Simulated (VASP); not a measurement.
# GePS4 (I-4) in VASP: single point with PBE

Aim: the single point of GePS4 with PBE.

Everything below comes from runs of VASP 6.6.1. Logs are shortened: lines on timing, memory, paths and dates and some standing lists are left out, and cuts for length are marked.

## Step 1: The cell of the first run

Symmetry: I-4, No. 82, tetragonal system. Conventional cell: a = 5.447 Å, b = 5.447 Å, c = 8.775 Å, α = 90.00°, β = 90.00°, γ = 90.00°. S (site symmetry 1) has 1 P at 1.98 Å and 1 Ge at 2.40 Å within 2.6 Å. Within 3.2 Å of Ge (site symmetry -4) lie 4 S at 2.40 Å. Within 2.6 Å of P (site symmetry -4) lie 4 S at 1.98 Å.

## Step 2: Single point, PBE

File POSCAR:

```
GePS4
1.0
    0.0000000000      5.4474400000      0.0000000000
    5.4474400000      0.0000000000      0.0000000000
    2.7237200000      2.7237200000     -4.3875970000
S Ge P
4 1 1
Direct
    0.3691000000      0.4359000000      0.7396000000
    0.5641000000      0.1087000000      0.2604000000
    0.8913000000      0.8245000000      0.7396000000
    0.1755000000      0.6309000000      0.2604000000
    0.0000000000      0.0000000000      0.0000000000
    0.2500000000      0.7500000000      0.5000000000
```

File INCAR.step1:

```
SYSTEM = GePS4
PREC = Accurate
ENCUT = 410
EDIFF = 1E-6
ISMEAR = -1
SIGMA = 0.1
LREAL = .False.
LASPH = .True.
NELM = 120
ALGO = Normal
ISIF = 2
LWAVE = .False.
LCHARG = .True.
GGA = PE
NBANDS = 30
GGA_COMPAT = .False.
NEDOS = 2001
LORBIT = 11
```

File KPOINTS.step1:

```
regular mesh
0
Gamma
  8 8 8
  0 0 0
```

File INCAR.step2:

```
SYSTEM = GePS4
PREC = Accurate
ENCUT = 410
EDIFF = 1E-6
ISMEAR = -5
SIGMA = 0.1
LREAL = .False.
LASPH = .True.
NELM = 120
ALGO = Normal
ISIF = 2
LWAVE = .False.
LCHARG = .False.
GGA = PE
LORBIT = 10
NBANDS = 30
NEDOS = 1001
ICHARG = 11
GGA_COMPAT = .False.
```

File KPOINTS.step2:

```
regular mesh
0
Gamma
  12 12 12
  0 0 0
```

Potentials or basis: VASP PAW PBE potentials, release 64 (S, Ge_d, P).

Run with:

```sh
$ cat potpaw_PBE.64/S/POTCAR potpaw_PBE.64/Ge_d/POTCAR potpaw_PBE.64/P/POTCAR > POTCAR
$ cp INCAR.step1 INCAR
$ cp KPOINTS.step1 KPOINTS
$ mpirun -np 1 vasp_std > vasp.out
$ cp INCAR.step2 INCAR
$ cp KPOINTS.step2 KPOINTS
$ mpirun -np 1 vasp_std > vasp.out
```

OUTCAR:

```text
SYSTEM = GePS4
   PREC = Accurate
   ENCUT = 410
   EDIFF = 1E-6
   ISMEAR = -5
   LREAL = .False.
   LASPH = .True.
   NELM = 120
   ISIF = 2
   GGA = PE
   LORBIT = 10
   ICHARG = 11

 ion  position               nearest neighbor table
   1  0.369  0.436  0.740-   6 1.98   5 2.40
   2  0.564  0.109  0.260-   6 1.98   5 2.40
   3  0.891  0.825  0.740-   6 1.98   5 2.40
   4  0.175  0.631  0.260-   6 1.98   5 2.40
   5  0.000  0.000  0.000-   2 2.40   3 2.40   1 2.40   4 2.40
   6  0.250  0.750  0.500-   2 1.98   3 1.98   1 1.98   4 1.98

  LATTYP: Found a body centered tetragonal cell.
 ALAT       =     5.4474400000
 C/A-ratio  =     1.6108840116

  Lattice vectors:

 A1 = (  -2.7237200000,   2.7237200000,   4.3875970000)
 A2 = (   2.7237200000,  -2.7237200000,   4.3875970000)
 A3 = (   2.7237200000,   2.7237200000,  -4.3875970000)

Analysis of symmetry for initial positions (statically):
=====================================================================
 Subroutine PRICEL returns:
 Original cell was already a primitive cell.

 Routine SETGRP: Setting up the symmetry group for a
 body centered tetragonal supercell.

 Subroutine GETGRP returns: Found  4 space group operations
 (whereof  4 operations were pure point group operations)
 out of a pool of 16 trial point group operations.

The static configuration has the point symmetry S_4 .

Analysis of symmetry for dynamics (positions and initial velocities):
=====================================================================
 Subroutine PRICEL returns:
 Original cell was already a primitive cell.

 Routine SETGRP: Setting up the symmetry group for a
 body centered tetragonal supercell.

 Subroutine GETGRP returns: Found  4 space group operations
 (whereof  4 operations were pure point group operations)
 out of a pool of 16 trial point group operations.

The dynamic configuration has the point symmetry S_4 .

 Subroutine INISYM returns: Found  4 space group operations
 (whereof  4 operations are pure point group operations),
 and found     1 'primitive' translations

----------------------------------------------------------------------------------------

                                     Primitive cell

  volume of cell :     130.2002

  direct lattice vectors                    reciprocal lattice vectors
     0.000000000  5.447440000  0.000000000     0.000000000  0.183572467  0.113957595
     5.447440000  0.000000000  0.000000000     0.183572467  0.000000000  0.113957595
     2.723720000  2.723720000 -4.387597000     0.000000000  0.000000000 -0.227915189

  length of vectors
     5.447440000  5.447440000  5.838519394     0.216067545  0.216067545  0.227915189

  position of ions in fractional coordinates (direct lattice)
     0.369100000  0.435900000  0.739600000
     0.564100000  0.108700000  0.260400000
     0.891300000  0.824500000  0.739600000
     0.175500000  0.630900000  0.260400000
     0.000000000  0.000000000  0.000000000
     0.250000000  0.750000000  0.500000000

  ion indices of the primitive-cell ions
   primitive index   ion index
                 1           1
                 2           2
                 3           3
                 4           4
                 5           5
                 6           6

----------------------------------------------------------------------------------------

 KPOINTS: regular mesh

Automatic generation of k-mesh.
 Grid dimensions read from file:
 generate k-points for:   12   12   12

 Generating k-lattice:

  Cartesian coordinates                     Fractional coordinates (reciprocal lattice)
     0.000000000  0.015297706  0.009496466     0.083333333  0.000000000  0.000000000
     0.015297706  0.000000000  0.009496466     0.000000000  0.083333333  0.000000000
     0.000000000  0.000000000 -0.018992932     0.000000000  0.000000000  0.083333333

  Length of vectors
     0.018005629  0.018005629  0.018992932

  Shift w.r.t. Gamma in fractional coordinates (k-lattice)
     0.000000000  0.000000000  0.000000000

 TETIRR: Found   4279 inequivalent tetrahedra from    10368

 Subroutine IBZKPT returns following result:
 ===========================================

 Found    242 irreducible k-points:

 Following reciprocal coordinates:
            Coordinates               Weight
  0.000000  0.000000  0.000000      1.000000
  0.083333  0.000000  0.000000      8.000000
  0.166667  0.000000  0.000000      8.000000
  0.250000  0.000000 -0.000000      8.000000
  0.333333  0.000000  0.000000      8.000000
  0.416667  0.000000  0.000000      8.000000
[... 16 lines left out ...]
 -0.250000  0.083333  0.000000      8.000000
 -0.083333  0.250000 -0.000000      8.000000
 [... further k-points ...]
   k-points           NKPTS =    242   k-points in BZ     NKDIM =    242   number of bands    NBANDS=     30
   number of dos      NEDOS =   1001   number of ions     NIONS =      6
   total plane-waves  NPLWV =  51840
   dimension x,y,z NGX =    36 NGY =   36 NGZ =   40
   dimension x,y,z NGXF=    72 NGYF=   72 NGZF=   80
   ions per type =               4   1   1
   NGX,Y,Z   is equivalent  to a cutoff of  10.99, 10.99, 11.39 a.u.
   NGXF,Y,Z  is equivalent  to a cutoff of  21.97, 21.97, 22.78 a.u.
 SYSTEM =  GePS4
   PREC   = accura    normal or accurate (medium, high low for compatibility)
   ISTART =      0    job   : 0-new  1-cont  2-samecut
   ICHARG =     11    charge: 1-file 2-atom 10-const
   ISPIN  =      1    spin polarized calculation?
   LNONCOLLINEAR =      F non collinear calculations
   LSORBIT =      F    spin-orbit coupling
   LASPH  =      T    aspherical Exc in radial PAW
   ENCUT  =  410.0 eV  30.13 Ry    5.49 a.u.   8.99  8.99  9.64*2*pi/ulx,y,z
   NELM   =    120;   NELMIN=  2; NELMDL=  0     # of ELM steps
   EDIFF  = 0.1E-05   stopping-criterion for ELM
   LREAL  =      F    real-space projection
   EDIFFG = 0.1E-04   stopping-criterion for IOM
   NSW    =      0    number of steps for IOM
   IBRION =     -1    ionic relax: 0-MD 1-quasi-New 2-CG
   NFREE  =      0    steps in history (QN), initial steepest desc. (CG)
   ISIF   =      2    stress and relaxation
   ISYM   =      2    0-nonsym 1-usesym 2-fastsym
   POTIM  = 0.5000    time-step for ionic-motion
   TEBEG  =    0.0;   TEEND  =   0.0 temperature during run
   PSTRESS=    0.0 pullay stress
   NELECT =      43.0000    total number of electrons
   NUPDOWN=      -1.0000    fix difference up-down
   EMIN   =  10.00;   EMAX   =-10.00  energy-range for DOS
   EFERMI =   0.00;   METHOD = LEGACY
   ISMEAR =    -5;   SIGMA  =   0.10  broadening in eV -4-tet -1-fermi 0-gaus
   EFERMI_NEDOS =   21; number of points for ismear=-14 and -15
   IALGO  =     38    algorithm
   IMIX   =      4    mixing-type and parameters
     AMIX     =   0.40;   BMIX     =  1.00
     AMIX_MAG =   1.60;   BMIX_MAG =  1.00
  volume/ion in A,a.u.               =      21.70       146.44
  Fermi-wavevector in a.u.,A,eV,Ry     =   1.131602  2.138418 17.422579  1.280523
  Thomas-Fermi vector in A             =   2.268301
   LORBIT       =     10    0 simple, 1 ext, 2 COOP (PROOUT), +10 PAW based schemes
   GGA     = PE    functional components
   LHFCALC =     F    Hartree Fock is set to
   AEXX    =    0.0000 exact exchange contribution
   IVDW    =     0    specifies the selected vdW correction
   LEPSILON=     F    determine dielectric tensor
   LRPA    =     F    only Hartree local field effects (RPA)
 non-spin polarized calculation
 Fermi weights with tetrahedron method with Bloechl corrections
  energy-cutoff  :      410.00
  volume of cell :      130.20
 maximum number of plane-waves:      2491

 number of electron      43.0000016 magnetization

 Free energy of the ion-electron system (eV)
  ---------------------------------------------------
  ext. energy  EPLUGINS =         0.00000000
  ---------------------------------------------------
  free energy    TOTEN  =       -26.74496257 eV

  energy without entropy =      -26.74496257  energy(sigma->0) =      -26.74496257

 E-fermi :   4.9458     XC(G=0):  -9.1891

 val. band max:        4.9536042942   @ k =  -0.1667  -0.4167   0.1667
 cond. band min:       4.9360574848   @ k =  -0.4167   0.0000   0.0833
 fundamental gap:     -0.0175468095
 Fermi energy:         4.9457693876

 k-point     1 :       0.0000    0.0000    0.0000
  band No.  band energies     occupation
      1     -20.6375      2.00000
      2     -20.6333      2.00000
      3     -20.6333      2.00000
      4     -20.6184      2.00000
      5     -20.6076      2.00000
      6     -12.6593      2.00000
[... 22 lines left out ...]
     29      10.3258      0.00000
     30      10.4566      0.00000

 k-point     2 :       0.0833    0.0000    0.0000
  band No.  band energies     occupation
      1     -20.6375      2.00000
      2     -20.6334      2.00000
      3     -20.6333      2.00000
      4     -20.6184      2.00000
      5     -20.6076      2.00000
      6     -12.6445      2.00000
[... 22 lines left out ...]
     29      10.2270      0.00000
     30      10.5838      0.00000

 k-point     3 :       0.1667    0.0000    0.0000
  band No.  band energies     occupation
      1     -20.6375      2.00000
      2     -20.6334      2.00000
      3     -20.6333      2.00000
      4     -20.6184      2.00000
      5     -20.6077      2.00000
      6     -12.6028      2.00000
[... 682 lines left out ...]
     29      10.0110      0.00000
     30      10.7543      0.00000

 k-point    24 :      -0.0833    0.2500   -0.0000
  band No.  band energies     occupation
      1     -20.6376      2.00000
      2     -20.6335      2.00000
      3     -20.6333      2.00000
      4     -20.6184      2.00000
      5     -20.6077      2.00000
      6     -12.5507      2.00000
[... 22 lines left out ...]
     29      10.1958      0.00000
     30      10.5543      0.00000

 [... further k-points ...]

------------------------ aborting loop because EDIFF is reached ----------------------------------------

  FORCE on cell =-STRESS in cart. coord.  units (eV):
  Direction    XX          YY          ZZ          XY          YZ          ZX
  --------------------------------------------------------------------------------------
  -------------------------------------------------------------------------------------
  Total        7.4789493      7.4789493      6.0401132     -0.0000003      0.0000000      0.0000000
  in kB       92.0321419     92.0321419     74.3265572     -0.0000038      0.0000000      0.0000000
  external PRESSURE =      86.1302803 kB  Pullay stress =       0.0000000 kB

 VOLUME and BASIS-vectors are now :
 -----------------------------------------------------------------------------
  energy-cutoff  :      410.00
  volume of cell :      130.20
      direct lattice vectors                 reciprocal lattice vectors
     0.000000000  5.447440000  0.000000000     0.000000000  0.183572467  0.113957595
     5.447440000  0.000000000  0.000000000     0.183572467  0.000000000  0.113957595
     2.723720000  2.723720000 -4.387597000     0.000000000  0.000000000 -0.227915189

 POSITION                                       TOTAL-FORCE (eV/Angst)
 -----------------------------------------------------------------------------------
      4.38900      4.02511     -3.24507        -0.589532      1.151878     -0.628788
      1.30139      3.78216     -1.14253         1.151878      0.589532      0.628788
      6.50588      6.86977     -3.24507         0.589532     -1.151878     -0.628788
      4.14605      1.66528     -1.14253        -1.151878     -0.589532      0.628788
      0.00000      0.00000      0.00000        -0.000000     -0.000000      0.000000
      5.44744      2.72372     -2.19380         0.000000     -0.000000      0.000000
 -----------------------------------------------------------------------------------
    total drift:                               -0.000006     -0.000002      0.000007

  FREE ENERGIE OF THE ION-ELECTRON SYSTEM (eV)
  ---------------------------------------------------
  free  energy   TOTEN  =       -26.7449625736 eV

  energy  without entropy=      -26.7449625736  energy(sigma->0) =      -26.74496257

 total charge

# of ion       s       p       d       tot
------------------------------------------
    1        1.369   2.378   0.000   3.747
    2        1.369   2.378   0.000   3.747
    3        1.369   2.378   0.000   3.747
    4        1.369   2.378   0.000   3.747
    5        1.274   0.895  10.063  12.232
    6        0.969   1.478   0.000   2.448
--------------------------------------------------
tot          7.719  11.885  10.063  29.667
```

Wall time 15 min (1 thread of Intel Xeon 8259CL, shared host); peak memory 0.64 GiB.

What came out:

```yaml
Valence_electrons_inside_the_program's_atomic_spheres: S 3.75; Ge 12.23; P 2.45
```
